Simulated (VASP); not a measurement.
# Cu3O2 (I4/mmm) in VASP: a series of runs, part 2 of 2

VASP 6.6.1. The steps go on from the part before.

**3. Single point, LDA**

This run uses another cell than the first one, of 11.42 Å³/atom.

INCAR reads:

```
SYSTEM = Cu3O2
PREC     = Accurate       ! precision mode
ENCUT    = 520            ! plane-wave cutoff, eV
EDIFF    = 1E-6           ! SCF threshold, eV
ISMEAR   = 0              ! smearing method
SIGMA    = 0.15           ! smearing width, eV
LREAL    = .False.        ! projectors in reciprocal space
LASPH    = .True.         ! aspherical terms in the spheres
NELM     = 60             ! most SCF steps
ALGO     = Normal         ! electronic algorithm
ISIF     = 2              ! what is computed and relaxed
LWAVE    = .False.        ! write WAVECAR
LCHARG   = .False.        ! write CHGCAR
NBANDS   = 30             ! bands
```

KPOINTS reads:

```
Automatic mesh
0
Gamma
  14 14 14
  0 0 0
```

POSCAR reads:

```
Cu3O2
1.0
   -1.9941000000      1.9941000000      3.5884925292
    1.9941000000     -1.9941000000      3.5884925292
    1.9941000000      1.9941000000     -3.5884925292
Cu O
3 2
Direct
    0.2500000000      0.7500000000      0.5000000000
    0.7500000000      0.2500000000      0.5000000000
    0.0000000000      0.0000000000      0.0000000000
    0.0000000000      0.5000000000      0.5000000000
    0.5000000000      0.0000000000      0.5000000000
```

Potentials or basis: VASP PAW LDA potentials, release 64 (Cu, O).

Command:

```
$ cat potpaw_LDA.64/Cu/POTCAR potpaw_LDA.64/O/POTCAR > POTCAR
$ mpirun -np 1 vasp_std > vasp.out
```

OUTCAR:

```text
SYSTEM = Cu3O2
   PREC = Accurate
   ENCUT = 520
   EDIFF = 1E-6
   ISMEAR = 0
   LREAL = .False.
   LASPH = .True.
   NELM = 60
   ISIF = 2

 ion  position               nearest neighbor table
   1  0.250  0.750  0.500-   4 1.79   5 1.79   3 2.68   3 2.68   3 2.68   3 2.68
   2  0.750  0.250  0.500-   4 1.79   5 1.79   3 2.68   3 2.68   3 2.68   3 2.68
   3  0.000  0.000  0.000-   4 1.99   5 1.99   4 1.99   5 1.99   2 2.68   1 2.68   1 2.68   2 2.68
                             2 2.68   1 2.68   1 2.68   2 2.68
   4  0.000  0.500  0.500-   1 1.79   2 1.79   3 1.99   3 1.99
   5  0.500  0.000  0.500-   1 1.79   2 1.79   3 1.99   3 1.99

  LATTYP: Found a body centered tetragonal cell.
 ALAT       =     3.9882000000
 C/A-ratio  =     1.7995549517

  Lattice vectors:

 A1 = (  -1.9941000000,   1.9941000000,   3.5884925292)
 A2 = (   1.9941000000,  -1.9941000000,   3.5884925292)
 A3 = (   1.9941000000,   1.9941000000,  -3.5884925292)

Analysis of symmetry for initial positions (statically):
=====================================================================
 Subroutine PRICEL returns:
 Original cell was already a primitive cell.

 Routine SETGRP: Setting up the symmetry group for a
 body centered tetragonal supercell.

 Subroutine GETGRP returns: Found 16 space group operations
 (whereof 16 operations were pure point group operations)
 out of a pool of 16 trial point group operations.

The static configuration has the point symmetry D_4h.

Analysis of symmetry for dynamics (positions and initial velocities):
=====================================================================
 Subroutine PRICEL returns:
 Original cell was already a primitive cell.

 Routine SETGRP: Setting up the symmetry group for a
 body centered tetragonal supercell.

 Subroutine GETGRP returns: Found 16 space group operations
 (whereof 16 operations were pure point group operations)
 out of a pool of 16 trial point group operations.

[... 127 lines left out ...]
  volume/ion in A,a.u.               =      11.42        77.04
  Fermi-wavevector in a.u.,A,eV,Ry     =   1.512366  2.857958 31.119956  2.287252
  Thomas-Fermi vector in A             =   2.622300
   LORBIT       =      0    0 simple, 1 ext, 2 COOP (PROOUT), +10 PAW based schemes
   GGA     = CA    functional components
   LHFCALC =     F    Hartree Fock is set to
   AEXX    =    0.0000 exact exchange contribution
   IVDW    =     0    specifies the selected vdW correction
   LEPSILON=     F    determine dielectric tensor
   LRPA    =     F    only Hartree local field effects (RPA)
 non-spin polarized calculation
 Gauss-broadening in eV      SIGMA  =   0.15
  energy-cutoff  :      520.00
  volume of cell :       57.08
 maximum number of plane-waves:      1581
 NGX is ok and might be reduce to    36
   NGX = 17   NGY = 17   NGZ = 17

 number of electron      45.0000002 magnetization

 Free energy of the ion-electron system (eV)
  ---------------------------------------------------
  ext. energy  EPLUGINS =         0.00000000
  ---------------------------------------------------
  free energy    TOTEN  =       -27.22117619 eV

  energy without entropy =      -27.19878195  energy(sigma->0) =      -27.20997907

 E-fermi :   4.6815     XC(G=0): -11.9395

 val. band max:        4.6811753795   @ k =  -0.3571  -0.3571   0.1429
 cond. band min:       4.6843144472   @ k =   0.5000   0.1429   0.0000
 fundamental gap:      0.0031390677
 Fermi energy:         4.6815171722

 k-point     1 :       0.0000    0.0000    0.0000
  band No.  band energies     occupation
      1     -14.6264      2.00000
      2     -13.1897      2.00000
      3      -2.4400      2.00000
      4      -1.3390      2.00000
      5      -1.3390      2.00000
      6      -0.6465      2.00000
[... 781 lines left out ...]
     29      14.7961      0.00000
     30      16.1809      0.00000

 [... further k-points ...]

------------------------ aborting loop because EDIFF is reached ----------------------------------------

  FORCE on cell =-STRESS in cart. coord.  units (eV):
  Direction    XX          YY          ZZ          XY          YZ          ZX
  --------------------------------------------------------------------------------------
  -------------------------------------------------------------------------------------
  Total       -1.4382207     -1.4382207     -0.3495812      0.0000000      0.0000000      0.0000000
  in kB      -40.3710665    -40.3710665     -9.8127951      0.0000000      0.0000000      0.0000000
  external PRESSURE =     -30.1849760 kB  Pullay stress =       0.0000000 kB

 VOLUME and BASIS-vectors are now :
 -----------------------------------------------------------------------------
  energy-cutoff  :      520.00
  volume of cell :       57.08
      direct lattice vectors                 reciprocal lattice vectors
    -1.994100000  1.994100000  3.588492529     0.000000000  0.250739682  0.139334274
     1.994100000 -1.994100000  3.588492529     0.250739682  0.000000000  0.139334274
     1.994100000  1.994100000 -3.588492529     0.250739682  0.250739682  0.000000000

 POSITION                                       TOTAL-FORCE (eV/Angst)
 -----------------------------------------------------------------------------------
      1.99410     -0.00000      1.79425         0.000000     -0.000000      0.000000
     -0.00000      1.99410      1.79425        -0.000000      0.000000     -0.000000
      0.00000      0.00000      0.00000         0.000000      0.000000     -0.000000
      1.99410      0.00000      0.00000         0.000000      0.000000     -0.000000
      0.00000      1.99410      0.00000         0.000000      0.000000     -0.000000
 -----------------------------------------------------------------------------------
    total drift:                                0.000000      0.000000      0.000000

  FREE ENERGIE OF THE ION-ELECTRON SYSTEM (eV)
  ---------------------------------------------------
  free  energy   TOTEN  =       -27.2211761893 eV

  energy  without entropy=      -27.1987819548  energy(sigma->0) =      -27.20997907
```

stdout:

```text
POSCAR found type information on POSCAR CuO
 POSCAR found :  2 types and       5 ions
 scaLAPACK will be used
 LDA part: xc-table for (Slater(with rela. corr.)+CA(PZ))
 , standard interpolation
 POSCAR, INCAR and KPOINTS ok, starting setup
 FFT: planning ... GRIDC
 FFT: planning ... GRID_SOFT
 FFT: planning ... GRID
 WAVECAR not read
 entering main loop
```

It took 3.8 min on 1 thread of Intel Xeon 6975P-C (Granite Rapids), shared host; peak memory 0.43 GiB.

Results:

* Free energy: -27.2212 eV
* Pressure: -3.0 GPa
* Band gap on the k mesh: zero (an odd number of electrons rules out a gap without spin polarisation)

Caveat: the cell stands under tension; an odd number of electrons without spin polarisation forces a metal; a magnetic or distorted state may lie lower. With open d or f shells a metallic result of LDA can be an artefact of self-interaction; +U or a hybrid may open a gap.

**4. Single point, LDA**

This run uses another cell than the first one, of 11.49 Å³/atom.

INCAR reads:

```
  PREC = Accurate
  ENCUT = 520
  EDIFF = 1E-7
  ISMEAR = 0
  SIGMA = 0.15
  LREAL = F
  LASPH = T
  NELM = 60
  ALGO = Normal
  ISIF = 2
  LWAVE = F
  LCHARG = F
  NBANDS = 30
```

KPOINTS reads:

```
Automatic mesh
0
Gamma
  14 14 14
```

POSCAR, as its differences from that of step 3:

```diff
@@ -2,5 +2,5 @@
 1.0
-   -1.9941000000      1.9941000000      3.5884925292
-    1.9941000000     -1.9941000000      3.5884925292
-    1.9941000000      1.9941000000     -3.5884925292
+   -1.9745500000      1.9745500000      3.6842000000
+    1.9745500000     -1.9745500000      3.6842000000
+    1.9745500000      1.9745500000     -3.6842000000
 Cu O
```

Command:

```
$ cat potpaw_LDA.64/Cu/POTCAR potpaw_LDA.64/O/POTCAR > POTCAR
$ mpirun -np 1 vasp_std > vasp.out
```

Run time: 4.3 min. Hardware: 1 thread of Intel Xeon 6975P-C (Granite Rapids), shared host; peak memory 0.42 GiB.

The run converged. Its results:

```yaml
Free_energy: -27.1790 eV
Pressure: -7.3 GPa
Band_gap_on_the_k_mesh: zero (an odd number of electrons rules out a gap without spin polarisation)
```

Stress tensor (GPa, compression positive):
```
 -4.15   0.00   0.00
  0.00  -4.15   0.00
  0.00   0.00 -13.70
```

Levels at points of the mesh, in eV from the Fermi level:
```csv
k point,band 21,band 22,band 23,band 24,band 25,band 26
"(0.00, 0.00, 0.00)",-0.91,-0.91,0.38,0.43,5.17,5.17
"(0.50, 0.00, 0.00)",-0.99,-0.57,-0.23,2.74,3.20,8.29
"(0.50, 0.50, 0.00)",-0.41,-0.24,0.32,1.43,3.61,3.68
"(0.50, 0.50, 0.50)",-1.35,-0.37,-0.37,3.56,4.56,6.33
```

Caveat: the cell stands under tension; an odd number of electrons without spin polarisation forces a metal; a magnetic or distorted state may lie lower. With open d or f shells a metallic result of LDA can be an artefact of self-interaction; +U or a hybrid may open a gap.

**5. Summary**

| cell | gap on the mesh (eV) | pressure (GPa) |
| --- | --- | --- |
| a = 4.729 Å, angles 132.2, 132.2, 69.9°, 5 atoms | none | -10.1 |
| a = 4.564 Å, angles 128.2, 128.2, 76.3°, 5 atoms | none | -3.0 |
| a = 4.623 Å, angles 129.4, 129.4, 74.3°, 5 atoms | none | -7.3 |

Alike in all rows: task single point; level LDA; potentials or basis VASP PAW LDA potentials, release 64 (Cu, O); no spin polarisation; k mesh 14 × 14 × 14; cutoff (eV) 520; smearing gaussian 0.15 eV.

Caveats: the cell stands under tension; an odd number of electrons without spin polarisation forces a metal; a magnetic or distorted state may lie lower.

Absolute energies hang on the potentials; compare differences alone.
